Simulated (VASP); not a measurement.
Runs of VASP 6.6.1 on Na. The structure is that of space group P6_3/mmc (No. 194), or close to it. The cells are those of the table. This isn't the form of Na at room conditions, which is bcc.

```tsv
cell	gap on the mesh (eV)	pressure (GPa)
a = 3.792, b = 3.792, c = 6.195 Å, angles 90.0, 90.0, 120.0°, 2 atoms	none	-0.4
a = 3.817, b = 3.817, c = 6.235 Å, angles 90.0, 90.0, 120.0°, 2 atoms	none	(a)
a = 3.780, b = 3.780, c = 6.174 Å, angles 90.0, 90.0, 120.0°, 2 atoms	none	-0.3
a = 3.841, b = 3.841, c = 6.275 Å, angles 90.0, 90.0, 120.0°, 2 atoms	none	-0.6
```

Alike in all rows: task electric field gradients; level PBEsol; potentials or basis VASP PAW PBE potentials, release 64 (Na_pv); no spin polarisation; k mesh 13 × 13 × 7; cutoff (eV) 520; smearing fermi-dirac 0.05 eV.

Estimate the missing entries.

(a) -0.5.

Caveats: the PAW data sets were made with another functional, which shifts forces and pressure a little.

A gap of «none» marks levels without a gap at the run's occupations.
